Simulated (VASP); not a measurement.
Input of a VASP 6.6.1 run:

File INCAR:

```
SYSTEM = Ge
  PREC = Accurate
  ENCUT = 410
  EDIFF = 1E-6
  ISMEAR = -1
  SIGMA = 0.05
  LREAL = .FALSE.
  LASPH = .TRUE.
  NELM = 120
  ALGO = Normal
  ISIF = 2
  LWAVE = .FALSE.
  LCHARG = .TRUE.
  GGA = CA
  LELF = .TRUE.
  LVHAR = .TRUE.
  NBANDS = 66
  GGA_COMPAT = .FALSE.
```

KPOINTS

```
Automatic mesh
0
G
  2 2 2
  0 0 0
```

POSCAR

```
Ge
1.0
    2.9761060000     -5.1893790000      0.0000000000
    2.9761060000      5.1893790000      0.0000000000
    0.0000000000      0.0000000000      4.7275960000
Ge
8
Direct
    0.3335732857      0.1669367768      0.7511011939
    0.1658421545      0.3315477235      0.2463370390
    0.3305185914      0.6665981108      0.7488378872
    0.1676393811      0.8347365424      0.2577447396
    0.8219792976      0.1562882775      0.7452859762
    0.6739602504      0.3348616800      0.2483048467
    0.8322145677      0.6715685637      0.7477813248
    0.6640634463      0.8328096489      0.2496397746
```

Potentials or basis: VASP PAW LDA potentials, release 64 (Ge_d).

Command:

```bash
$ cat potpaw_LDA.64/Ge_d/POTCAR > POTCAR
$ mpirun -np 1 vasp_std > vasp.out
```

Problem. What does it give for the pressure?

Solution. -5.5 GPa.

Problem. Predict the largest force.

Solution. 0.362 eV/Å.

Stress tensor (GPa, compression positive):
```
-5.75  0.09 -0.11
 0.09 -3.29 -0.08
-0.11 -0.08 -7.31
```

Caveat: the k points lie up to 0.66 Å⁻¹ apart, too coarse for converged energies and pressures of a metal.
